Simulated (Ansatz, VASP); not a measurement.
## GaN in VASP and in Ansatz

```xyz
4
Lattice="3.1889 0.0000 0.0000 -1.5945 2.7617 0.0000 0.0000 0.0000 5.1924" Properties=species:S:1:pos:R:3 pbc="T T T"
Ga    1.5945    0.9206    2.5914
Ga    0.0000    1.8411    5.1876
N     1.5945    0.9206    4.5481
N     0.0000    1.8411    1.9519
```

Alike in both runs: task single point; functional r2SCAN; k mesh 6 × 6 × 4; occupations gaussian, width 0.1 eV; no spin polarisation.

|  | VASP | Ansatz |
| --- | --- | --- |
| version | VASP 6.6.1 | Ansatz 0.2.0 |
| potentials or method | VASP PAW PBE potentials, release 64 (Ga_d, N_h), cutoff 910 eV | scalar-relativistic, plane waves, PAW |
| valence electrons in the cell | 36 | 36 |

Ansatz gave:

| Item | Value |
| --- | --- |
| gap on the k mesh at the Fermi level (eV) | 2.31 |
| least direct gap on the mesh (eV) | 2.31 |

Question: What did VASP give for the same quantities?

Answer: gap on the k mesh at the Fermi level (eV): 2.30; least direct gap on the mesh (eV): 2.30.

VASP's potentials were made for PBE, not for r2SCAN. With one functional, cell and mesh, what is left measures potentials, basis and numerics.

Noted on VASP's run: the cutoff is short for stress, so the pressure is rough.
